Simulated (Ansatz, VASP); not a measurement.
## Ti: VASP beside Ansatz

File INCAR:

```
  PREC = Accurate
  ENCUT = 500
  EDIFF = 1E-6
  ISMEAR = -1
  SIGMA = 0.025
  LREAL = F
  LASPH = T
  NELM = 120
  ALGO = Normal
  ISIF = 2
  LWAVE = F
  LCHARG = T
  GGA = LIBXC
  LIBXC1 = GGA_X_RPBE
  LIBXC2 = GGA_C_LYP
  LELF = T
  LVHAR = T
  NBANDS = 12
  GGA_COMPAT = F
```

File KPOINTS:

```
Automatic mesh
0
Gamma
  11 11 11
```

The input POSCAR:

```
Ti
1.0
   -1.6410000000      1.6410000000      1.6410000000
    1.6410000000     -1.6410000000      1.6410000000
    1.6410000000      1.6410000000     -1.6410000000
Ti
1
Direct
    0.0000000000      0.0000000000      0.0000000000
```

File input.yaml:

```yaml
crystal:
  lattice: { a: 3.282, b: 3.282, c: 3.282, alpha: 90.0, beta: 90.0, gamma: 90.0 }
  space_group: 229
  setting: { hermann_mauguin: Im-3m }
  reduce_to_primitive: true
  atoms:
    - { symbol: Ti, position: [0.0, 0.0, 0.0] }
kpoints:
  mp_grid: { grid: [11, 11, 11] }
scf:
  occupations: { method: fermi_dirac, width: 0.025 }
hamiltonian:
  xc: { exchange: rpbe, correlation: lyp }
  pseudopotentials:
    kind: all_electron
    lapw: { basis_error: 0.002, muffin_tin_radii: { Ti: 0.995 } }
output:
  forces: true
  stress: true
  eigenvalues: true
  dos: { projected: false, de: 0.1, e_range: [-14, 10] }
```

Alike in both runs: functional rpbe exchange, lyp correlation; k mesh 11 × 11 × 11; occupations fermi-dirac, width 0.025 eV; no spin polarisation.

```csv
,VASP,Ansatz
version,VASP 6.6.1,Ansatz 0.2.0
potentials or method,"VASP PAW PBE potentials, release 64 (Ti_sv), cutoff 500 eV","all-electron LAPW, scalar-relativistic"
task,single point,density of states
```

|  | VASP | Ansatz | Ansatz less VASP |
| --- | --- | --- | --- |
| gap on the k mesh at the Fermi level (eV) | none | none | - |
| pressure (GPa) | 2.7 | 2.8 | +0.11 |

VASP's potentials were made for PBE, not for rpbe exchange, lyp correlation. A gap of «none» marks a metal or a gap that the smearing closes. Ansatz ran all-electron here, and VASP with PAW potentials.
